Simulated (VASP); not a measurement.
# Al (Im-3m) in VASP: further runs

Al is run at these levels: PBEsol; tasks: relaxation of cell and atoms.

Everything below comes from runs of VASP 6.6.1. Logs are shortened: lines on timing, memory, paths and dates and some standing lists are left out, and cuts for length are marked.

### 1 The cell of the first run

It takes space group Im-3m (No. 229, cubic). Conventional cell: a = 3.182 Å, b = 3.182 Å, c = 3.182 Å, α = 90.00°, β = 90.00°, γ = 90.00°. Within 3.6 Å of Al (site symmetry m-3m) lie 14 Al at 2.76 to 3.18 Å.

### 2 Relaxation of cell and atoms, PBEsol

INCAR reads:

```
SYSTEM = Al
PREC     = Accurate       ! precision mode
ENCUT    = 600            ! plane-wave cutoff, eV
EDIFF    = 1E-6           ! SCF threshold, eV
ISMEAR   = -1             ! smearing method
SIGMA    = 0.05           ! smearing width, eV
LREAL    = .FALSE.        ! projectors in reciprocal space
LASPH    = .TRUE.         ! aspherical terms in the spheres
NELM     = 100            ! most SCF steps
ALGO     = Normal         ! electronic algorithm
ISIF     = 3              ! what is computed and relaxed
LWAVE    = .FALSE.        ! write WAVECAR
LCHARG   = .FALSE.        ! write CHGCAR
GGA      = PS             ! functional
IBRION   = 2              ! ionic algorithm
NSW      = 60             ! ionic steps
EDIFFG   = -0.01          ! ionic threshold
```

KPOINTS reads:

```
Automatic mesh
0
G
  12 12 12
  0 0 0
```

POSCAR reads:

```
Al
1.0
   -1.5912186900      1.5912186900      1.5912186900
    1.5912186900     -1.5912186900      1.5912186900
    1.5912186900      1.5912186900     -1.5912186900
Al
1
Direct
    0.0000000000      0.0000000000      0.0000000000
```

Potentials or basis: VASP PAW PBE potentials, release 64 (Al).

On the command line:

```console
$ cat potpaw_PBE.64/Al/POTCAR > POTCAR
$ mpirun -np 1 vasp_std > vasp.out
```

OUTCAR:

```text
SYSTEM = Al
   PREC = Accurate
   ENCUT = 600
   EDIFF = 1E-6
   ISMEAR = -1
   LREAL = .FALSE.
   LASPH = .TRUE.
   NELM = 100
   ISIF = 3
   GGA = PS
   IBRION = 2
   NSW = 60
   EDIFFG = -0.01

 ion  position               nearest neighbor table
   1  0.000  0.000  0.000-

  LATTYP: Found a body centered cubic cell.
 ALAT       =     3.1824373800

  Lattice vectors:

 A1 = (  -1.5912186900,   1.5912186900,   1.5912186900)
 A2 = (   1.5912186900,  -1.5912186900,   1.5912186900)
 A3 = (   1.5912186900,   1.5912186900,  -1.5912186900)

Analysis of symmetry for initial positions (statically):
=====================================================================
 Subroutine PRICEL returns:
 Original cell was already a primitive cell.

 Routine SETGRP: Setting up the symmetry group for a
 body centered cubic supercell.

 Subroutine GETGRP returns: Found 48 space group operations
[... 9 lines left out ...]

 Routine SETGRP: Setting up the symmetry group for a
 body centered cubic supercell.

 Subroutine GETGRP returns: Found 48 space group operations
[... 11 lines left out ...]
                                     Primitive cell

  volume of cell :      16.1157

  direct lattice vectors                    reciprocal lattice vectors
    -1.591218690  1.591218690  1.591218690     0.000000000  0.314224565  0.314224565
     1.591218690 -1.591218690  1.591218690     0.314224565  0.000000000  0.314224565
     1.591218690  1.591218690 -1.591218690     0.314224565  0.314224565  0.000000000

  length of vectors
     2.756071617  2.756071617  2.756071617     0.444380641  0.444380641  0.444380641

  position of ions in fractional coordinates (direct lattice)
     0.000000000  0.000000000  0.000000000

  ion indices of the primitive-cell ions
   primitive index   ion index
                 1           1

----------------------------------------------------------------------------------------

 KPOINTS: Automatic mesh

Automatic generation of k-mesh.
 Grid dimensions read from file:
 generate k-points for:   12   12   12

 Generating k-lattice:

  Cartesian coordinates                     Fractional coordinates (reciprocal lattice)
     0.000000000  0.026185380  0.026185380     0.083333333  0.000000000  0.000000000
     0.026185380  0.000000000  0.026185380     0.000000000  0.083333333  0.000000000
     0.026185380  0.026185380  0.000000000     0.000000000  0.000000000  0.083333333

  Length of vectors
     0.037031720  0.037031720  0.037031720

  Shift w.r.t. Gamma in fractional coordinates (k-lattice)
     0.000000000  0.000000000  0.000000000

 Subroutine IBZKPT returns following result:
 ===========================================

 Found     72 irreducible k-points:

 Following reciprocal coordinates:
            Coordinates               Weight
  0.000000  0.000000  0.000000      1.000000
  0.083333  0.000000  0.000000     12.000000
  0.166667  0.000000  0.000000     12.000000
  0.250000  0.000000  0.000000     12.000000
  0.333333  0.000000  0.000000     12.000000
  0.416667  0.000000  0.000000     12.000000
[... 16 lines left out ...]
  0.333333  0.083333  0.083333     24.000000
  0.416667  0.083333  0.083333     12.000000
 [... further k-points ...]
   k-points           NKPTS =     72   k-points in BZ     NKDIM =     72   number of bands    NBANDS=      5
   number of dos      NEDOS =    301   number of ions     NIONS =      1
   total plane-waves  NPLWV =  13824
   dimension x,y,z NGX =    24 NGY =   24 NGZ =   24
   dimension x,y,z NGXF=    48 NGYF=   48 NGZF=   48
   ions per type =               1
   NGX,Y,Z   is equivalent  to a cutoff of  14.48, 14.48, 14.48 a.u.
   NGXF,Y,Z  is equivalent  to a cutoff of  28.95, 28.95, 28.95 a.u.
 SYSTEM =  Al
   PREC   = accura    normal or accurate (medium, high low for compatibility)
   ISTART =      0    job   : 0-new  1-cont  2-samecut
   ICHARG =      2    charge: 1-file 2-atom 10-const
   ISPIN  =      1    spin polarized calculation?
   LNONCOLLINEAR =      F non collinear calculations
   LSORBIT =      F    spin-orbit coupling
   LASPH  =      T    aspherical Exc in radial PAW
   ENCUT  =  600.0 eV  44.10 Ry    6.64 a.u.   5.50  5.50  5.50*2*pi/ulx,y,z
   NELM   =    100;   NELMIN=  2; NELMDL= -5     # of ELM steps
   EDIFF  = 0.1E-05   stopping-criterion for ELM
   LREAL  =      F    real-space projection
   EDIFFG = -.1E-01   stopping-criterion for IOM
   NSW    =     60    number of steps for IOM
   IBRION =      2    ionic relax: 0-MD 1-quasi-New 2-CG
   NFREE  =      1    steps in history (QN), initial steepest desc. (CG)
   ISIF   =      3    stress and relaxation
   ISYM   =      2    0-nonsym 1-usesym 2-fastsym
   POTIM  = 0.5000    time-step for ionic-motion
   TEBEG  =    0.0;   TEEND  =   0.0 temperature during run
   PSTRESS=    0.0 pullay stress
   NELECT =       3.0000    total number of electrons
   NUPDOWN=      -1.0000    fix difference up-down
   EMIN   =  10.00;   EMAX   =-10.00  energy-range for DOS
[... 5 lines left out ...]
     AMIX     =   0.40;   BMIX     =  1.00
     AMIX_MAG =   1.60;   BMIX_MAG =  1.00
  volume/ion in A,a.u.               =      16.12       108.75
  Fermi-wavevector in a.u.,A,eV,Ry     =   0.934757  1.766435 11.888371  0.873771
  Thomas-Fermi vector in A             =   2.061595
   LORBIT       =      0    0 simple, 1 ext, 2 COOP (PROOUT), +10 PAW based schemes
   GGA     = PS    functional components
   LHFCALC =     F    Hartree Fock is set to
   AEXX    =    0.0000 exact exchange contribution
   IVDW    =     0    specifies the selected vdW correction
   LEPSILON=     F    determine dielectric tensor
   LRPA    =     F    only Hartree local field effects (RPA)
 conjugate gradient relaxation of ions
 non-spin polarized calculation
  energy-cutoff  :      600.00
  volume of cell :       16.12
 maximum number of plane-waves:       555
 NGX is ok and might be reduce to    24
   NGX = 11   NGY = 11   NGZ = 11

--------------------------------------- Ionic step        1  -------------------------------------------

 number of electron       3.0000000 magnetization

 Free energy of the ion-electron system (eV)
  ---------------------------------------------------
  ext. energy  EPLUGINS =         0.00000000
  ---------------------------------------------------
  free energy    TOTEN  =        -3.98702065 eV

  energy without entropy =       -3.98289404  energy(sigma->0) =       -3.98495735

------------------------ aborting loop because EDIFF is reached ----------------------------------------

  FORCE on cell =-STRESS in cart. coord.  units (eV):
  Direction    XX          YY          ZZ          XY          YZ          ZX
  --------------------------------------------------------------------------------------
  -------------------------------------------------------------------------------------
  Total        0.2331494      0.2331494      0.2331494      0.0000000      0.0000000     -0.0000000
  in kB       23.1790275     23.1790275     23.1790275      0.0000000      0.0000000     -0.0000000
  external PRESSURE =      23.1790275 kB  Pullay stress =       0.0000000 kB

 VOLUME and BASIS-vectors are now :
 -----------------------------------------------------------------------------
  energy-cutoff  :      600.00
  volume of cell :       16.12
      direct lattice vectors                 reciprocal lattice vectors
    -1.591218690  1.591218690  1.591218690     0.000000000  0.314224565  0.314224565
     1.591218690 -1.591218690  1.591218690     0.314224565  0.000000000  0.314224565
     1.591218690  1.591218690 -1.591218690     0.314224565  0.314224565  0.000000000

 POSITION                                       TOTAL-FORCE (eV/Angst)
 -----------------------------------------------------------------------------------
      0.00000      0.00000      0.00000         0.000000     -0.000000     -0.000000
 -----------------------------------------------------------------------------------
    total drift:                                0.000000     -0.000000      0.000000

  FREE ENERGIE OF THE ION-ELECTRON SYSTEM (eV)
  ---------------------------------------------------
  free  energy   TOTEN  =        -3.9870206456 eV

  energy  without entropy=       -3.9828940446  energy(sigma->0) =       -3.98495735

--------------------------------------- Ionic step        2  -------------------------------------------

 number of electron       3.0000000 magnetization

------------------------ aborting loop because EDIFF is reached ----------------------------------------

  FORCE on cell =-STRESS in cart. coord.  units (eV):
  Direction    XX          YY          ZZ          XY          YZ          ZX
  --------------------------------------------------------------------------------------
  -------------------------------------------------------------------------------------
  Total       -0.0284423     -0.0284423     -0.0284423      0.0000000     -0.0000000      0.0000000
  in kB       -2.7343397     -2.7343397     -2.7343397      0.0000000     -0.0000000      0.0000000
  external PRESSURE =      -2.7343397 kB  Pullay stress =       0.0000000 kB

 VOLUME and BASIS-vectors are now :
 -----------------------------------------------------------------------------
  energy-cutoff  :      600.00
  volume of cell :       16.67
      direct lattice vectors                 reciprocal lattice vectors
    -1.609116311  1.609116311  1.609116311     0.000000000  0.310729558  0.310729558
     1.609116311 -1.609116311  1.609116311     0.310729558  0.000000000  0.310729558
     1.609116311  1.609116311 -1.609116311     0.310729558  0.310729558  0.000000000

 POSITION                                       TOTAL-FORCE (eV/Angst)
 -----------------------------------------------------------------------------------
     -1.60912      1.60912      1.60912         0.000000     -0.000000      0.000000
 -----------------------------------------------------------------------------------
    total drift:                                0.000000      0.000000     -0.000000

  FREE ENERGIE OF THE ION-ELECTRON SYSTEM (eV)
  ---------------------------------------------------
  free  energy   TOTEN  =        -3.9904056451 eV

  energy  without entropy=       -3.9864082985  energy(sigma->0) =       -3.98840697

--------------------------------------- Ionic step        3  -------------------------------------------

 number of electron       3.0000000 magnetization

 Free energy of the ion-electron system (eV)
  ---------------------------------------------------
  ext. energy  EPLUGINS =         0.00000000
  ---------------------------------------------------
  free energy    TOTEN  =        -3.99045966 eV

  energy without entropy =       -3.98645475  energy(sigma->0) =       -3.98845721

 E-fermi :   7.8579     XC(G=0): -10.2380

 val. band max:        7.7701697094   @ k =   0.3333   0.0833   0.0000
 cond. band min:       7.8589862830   @ k =   0.3333   0.2500   0.0833
 fundamental gap:      0.0888165736
 Fermi energy:         7.8578576430

 k-point     1 :       0.0000    0.0000    0.0000
  band No.  band energies     occupation
      1      -3.1970      2.00000
      2      21.0911      0.00000
      3      21.0911      0.00000
      4      21.0911      0.00000
      5      22.4742      0.00000

 k-point     2 :       0.0833    0.0000    0.0000
  band No.  band energies     occupation
      1      -2.9981      2.00000
      2      18.9104      0.00000
      3      19.8863      0.00000
      4      20.3452      0.00000
      5      21.7330      0.00000
[... 169 lines left out ...]
 k-point    24 :       0.4167    0.0833    0.0833
  band No.  band energies     occupation
      1       3.9599      2.00000
      2       4.4235      2.00000
      3      12.8142      0.00000
      4      13.4214      0.00000
      5      21.7681      0.00000

 [... further k-points ...]
[... 5 lines left out ...]
  --------------------------------------------------------------------------------------
  -------------------------------------------------------------------------------------
  Total        0.0003294      0.0003294      0.0003294     -0.0000000      0.0000000      0.0000000
  in kB        0.0317843      0.0317843      0.0317843     -0.0000000      0.0000000      0.0000000
  external PRESSURE =       0.0317843 kB  Pullay stress =       0.0000000 kB

 VOLUME and BASIS-vectors are now :
 -----------------------------------------------------------------------------
  energy-cutoff  :      600.00
  volume of cell :       16.60
      direct lattice vectors                 reciprocal lattice vectors
    -1.607086247  1.607086247  1.607086247     0.000000000  0.311122070  0.311122070
     1.607086247 -1.607086247  1.607086247     0.311122070  0.000000000  0.311122070
     1.607086247  1.607086247 -1.607086247     0.311122070  0.311122070  0.000000000

 POSITION                                       TOTAL-FORCE (eV/Angst)
 -----------------------------------------------------------------------------------
      0.00000      0.00000      0.00000        -0.000000      0.000000      0.000000
 -----------------------------------------------------------------------------------
    total drift:                                0.000000      0.000000      0.000000

  FREE ENERGIE OF THE ION-ELECTRON SYSTEM (eV)
  ---------------------------------------------------
  free  energy   TOTEN  =        -3.9904596586 eV

  energy  without entropy=       -3.9864547526  energy(sigma->0) =       -3.98845721

 reached required accuracy - stopping structural energy minimisation
```

Wall time 16 s (1 thread of Intel Xeon 8259CL, shared host); peak memory 0.13 GiB.

Results:

```
Free energy                            : -3.9905 eV
Relaxed volume                         : 16.60 Å³/atom
Relaxed cell                           : a = 2.784 Å, b = 2.784 Å, c = 2.784 Å, α = 109.47°, β = 109.47°, γ = 109.47°
Space group after relaxing (to 0.05 Å) : Im-3m (No. 229)
Energy gained by relaxing              : 3.4 meV/atom
Ionic steps                            : 3
Pressure after relaxing                : 0.0 GPa
```

The path:
| step | energy change (eV) | largest force (eV/Å) | pressure (GPa) | volume (Å³) |
| --- | --- | --- | --- | --- |
| 1 | 0.0000 | 0.0000 | 2.32 | 16.12 |
| 2 | -0.0034 | 0.0000 | -0.27 | 16.67 |
| 3 | -0.0034 | 0.0000 | 0.00 | 16.60 |

Final structure:
```
Al
1.0
    -1.60709    1.60709    1.60709
     1.60709   -1.60709    1.60709
     1.60709    1.60709   -1.60709
Al
1
Direct
  0.00000 0.00000 0.00000
```

Caveat: the PAW data sets were made with another functional, which shifts forces and pressure a little.

[end of part 1 of 2]
